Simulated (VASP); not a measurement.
Sn2H3Br:

```
CELL_PARAMETERS angstrom
0.00000 4.46390 4.40578
2.56869 0.00000 4.40578
2.56869 4.46390 0.00000
ATOMIC_POSITIONS crystal
Sn 0.25143 0.25143 0.24857
Sn 0.75143 0.75143 0.74857
H 0.83523 0.83523 0.16477
H 0.66723 0.33542 0.66458
H 0.33542 0.66723 0.33277
Br 0.15927 0.15927 0.84073
```

The cell was generated, and may not be a known phase.

| Property | Result |
| --- | --- |
| Program | VASP 6.6.1 |
| Task | relaxation of cell and atoms |
| Functional | PBE |
| Potentials or basis | VASP PAW PBE potentials, release 64 (Sn_d, H_h, Br) |
| Cutoff | 1230 eV |
| k mesh | 3 × 3 × 3 |
| Occupations | gaussian, width 0.15 eV |
| Spin | no spin polarisation |

At the start: pressure 11.9 GPa; volume 16.84 Å³/atom.

Task: Where does the relaxation end?

Result: Over 35 steps the energy falls by 584.3 meV/atom and the volume is 25.37 Å³/atom (+50.7 %); space group Fmm2 (No. 42, to 0.1 Å) before and after.

The path:
| step | energy change (eV) | largest force (eV/Å) | pressure (GPa) | volume (Å³) |
| --- | --- | --- | --- | --- |
| 1 | 0.0000 | 1.5336 | 11.87 | 101.04 |
| 2 | -1.7160 | 0.5399 | -1.37 | 119.63 |
| 3 | -1.7697 | 0.5644 | -2.52 | 122.95 |
| 4 | -1.7376 | 0.6052 | -4.25 | 129.64 |
| 5 | -1.7781 | 0.5780 | -3.13 | 124.97 |
| 6 | -2.0324 | 0.5536 | -2.23 | 119.31 |
| 7 | -2.2147 | 0.6270 | -0.65 | 111.73 |
| 8 | -2.1112 | 0.7978 | 4.81 | 96.63 |
| 9 | -2.2554 | 0.6980 | 0.91 | 106.14 |
| 10 | -2.3760 | 0.6129 | 0.50 | 106.55 |
| 11 | -2.6083 | 0.3612 | -0.25 | 107.66 |
| 12 | -2.4791 | 0.5665 | -0.03 | 109.41 |
| 13 | -2.6473 | 0.3853 | -0.42 | 108.38 |
| 14 | -2.7448 | 0.1164 | 1.03 | 106.48 |
| 15 | -2.7467 | 0.1409 | 1.33 | 106.14 |
| 16 | -2.8145 | 0.3236 | -0.18 | 112.82 |
| 17 | -2.8329 | 0.4225 | -0.92 | 117.74 |
| 18 | -2.8881 | 0.4816 | -0.70 | 119.28 |
| 19 | -2.9855 | 0.6505 | 0.18 | 123.36 |
| 20 | -2.9940 | 0.7199 | 0.63 | 124.82 |
| 21 | -3.0643 | 0.7318 | 0.25 | 129.40 |
| 22 | -3.2096 | 0.7039 | -0.61 | 142.66 |
| 23 | -3.0727 | 1.0346 | -0.93 | 166.72 |
| 24 | -3.2323 | 0.6740 | -0.46 | 147.94 |
| 25 | -3.3292 | 0.4456 | -0.77 | 152.37 |
| 26 | -3.3611 | 0.3120 | -0.94 | 155.12 |
| 27 | -3.3548 | 0.2652 | -1.21 | 160.09 |
| 28 | -3.3713 | 0.2107 | -1.01 | 156.79 |
| 29 | -3.4072 | 0.1825 | 0.15 | 150.92 |
| 30 | -3.4075 | 0.1898 | 0.26 | 150.38 |
| 31 | -3.4274 | 0.1721 | 0.26 | 150.38 |
| 32 | -3.4819 | 0.1047 | 0.23 | 150.28 |
| 33 | -3.4550 | 0.3186 | 0.09 | 149.72 |
| 34 | -3.4999 | 0.1169 | 0.16 | 150.13 |
| 35 | -3.5059 | 0.0472 | -0.32 | 152.22 |

Final structure:
```yaml
crystal:
  lattice:
    - [0.00000, 3.95893, 6.04875]
    - [3.17825, 0.00000, 6.04875]
    - [3.17825, 3.95893, 0.00000]
  atoms:
    - { symbol: Sn, position: [0.32574, 0.32574, 0.17426] }
    - { symbol: Sn, position: [0.82574, 0.82574, 0.67426] }
    - { symbol: H, position: [0.83560, 0.83560, 0.16440] }
    - { symbol: H, position: [0.60401, 0.24179, 0.75821] }
    - { symbol: H, position: [0.24179, 0.60401, 0.39599] }
    - { symbol: Br, position: [0.16711, 0.16711, 0.83289] }
```

Caveat: the k points lie up to 0.46 Å⁻¹ apart in the final cell; the volume moved by over 15 % at a fixed basis, so the end points are rough; the relaxation stopped at a loose force limit of 0.08 eV/Å, so its end isn't a converged minimum.
